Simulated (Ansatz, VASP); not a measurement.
**Two plane-wave programs on Cu2As3**

Contents of INCAR:

```
  PREC = Accurate
  ENCUT = 520
  EDIFF = 1E-6
  ISMEAR = -1
  SIGMA = 0.05
  LREAL = F
  LASPH = T
  NELM = 80
  ALGO = Normal
  ISIF = 2
  LWAVE = F
  LCHARG = F
  GGA = PE
  NBANDS = 26
```

File KPOINTS:

```
Automatic mesh
0
Gamma
  8 8 5
```

Contents of POSCAR:

```
Cu2As3
1.0
    3.9745069770      0.0000000000      0.0000000000
   -1.9872534885      3.4420240096      0.0000000000
    0.0000000000      0.0000000000      5.9658870743
As Cu
3 2
Direct
    0.6666666667      0.3333333333      0.6493380000
    0.3333333333      0.6666666667      0.3506620000
    0.0000000000      0.0000000000      0.0000000000
    0.6666666667      0.3333333333      0.2169690000
    0.3333333333      0.6666666667      0.7830310000
```

input.yaml

```yaml
crystal:
  lattice:
    - [3.974506977, 0.0, 0.0]
    - [-1.9872534885, 3.4420240096, 0.0]
    - [0.0, 0.0, 5.9658870743]
  atoms:
    - { symbol: As, position: [0.6666666667, 0.3333333333, 0.649338] }
    - { symbol: As, position: [0.3333333333, 0.6666666667, 0.350662] }
    - { symbol: As, position: [0.0, 0.0, 0.0] }
    - { symbol: Cu, position: [0.6666666667, 0.3333333333, 0.216969] }
    - { symbol: Cu, position: [0.3333333333, 0.6666666667, 0.783031] }
hamiltonian:
  xc: pbe
  pseudopotentials: { kind: paw }
kpoints:
  mp_grid: { grid: [8, 8, 5] }
scf:
  occupations: { method: fermi_dirac, width: 0.05 }
output:
  forces: true
  stress: true
  eigenvalues: true
  write_density: true
  write_potential: true
  elf: true
  volumetric_format: npy
```

Alike in both runs: task single point; functional PBE; k mesh 8 × 8 × 5; occupations fermi-dirac, width 0.05 eV; no spin polarisation.

|  | VASP | Ansatz |
| --- | --- | --- |
| version | VASP 6.6.1 | Ansatz 0.2.0 |
| potentials or method | VASP PAW PBE potentials, release 64 (As, Cu) | Ansatz PAW |
| plane-wave cutoff (eV) | 520 | 420 |
| valence electrons in the cell | 37 | 83 |

VASP gave:

- gap on the k mesh at the Fermi level (eV): none
- pressure (GPa): 8.0
- traceless stress, the component that is largest in VASP (GPa): 0.22
- rms of the force components (eV/Å): 0.074

Q: Estimate Ansatz's values.

A: gap on the k mesh at the Fermi level (eV): none; pressure (GPa): 7.7; traceless stress, the component that is largest in VASP (GPa): 0.34; rms of the force components (eV/Å): 0.063.

Atom by atom the forces differ by 0.011 eV/Å (rms over components). A gap of «none» marks a metal or a gap that the smearing closes. VASP's potentials hold 37 valence electrons a cell and Ansatz's 83, so a difference there can come from the potentials and not from the codes.
